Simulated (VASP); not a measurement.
Crystal: V.

```
CELL_PARAMETERS angstrom
-1.51435 1.51435 1.51435
1.51435 -1.51435 1.51435
1.51435 1.51435 -1.51435
ATOMIC_POSITIONS crystal
V 0.00000 0.00000 0.00000
```

| Property | Result |
| --- | --- |
| Program | VASP 6.6.1 |
| Task | relaxation of cell and atoms |
| Functional | PBEsol |
| Potentials or basis | VASP PAW PBE potentials, release 64 (V_sv) |
| Cutoff | 600 eV |
| k mesh | 9 × 9 × 9 |
| Occupations | fermi-dirac, width 0.05 eV |
| Spin | collinear spin, ferromagnetic start |
| Starting moments | [1.5] μB |

At the start: pressure -12.1 GPa; volume 13.89 Å³/atom.

Problem. How do energy, volume and symmetry change on relaxing?

Solution. Over 3 steps the energy falls by 40.3 meV/atom and the volume is 12.90 Å³/atom (-7.1 %); space group Im-3m (No. 229, to 0.05 Å); moment 0.00 μB per cell.

The path:
```tsv
step	energy change (eV)	largest force (eV/Å)	pressure (GPa)	volume (Å³)
1	0.0000	0.0000	-12.06	13.89
2	0.0120	0.0000	18.30	11.89
3	-0.0403	0.0000	-0.22	12.90
```

Final structure:
```cif
data_structure
_symmetry_space_group_name_H-M 'P 1'
_symmetry_Int_Tables_number 1
_cell_length_a 2.5590
_cell_length_b 2.5590
_cell_length_c 2.5590
_cell_angle_alpha 109.471
_cell_angle_beta 109.471
_cell_angle_gamma 109.471
_cell_volume 12.90
loop_
_atom_site_label
_atom_site_type_symbol
_atom_site_fract_x
_atom_site_fract_y
_atom_site_fract_z
_atom_site_occupancy
V1 V 0.00000 0.00000 0.00000 1
```

Caveat: the PAW data sets were made with another functional, which shifts forces and pressure a little.
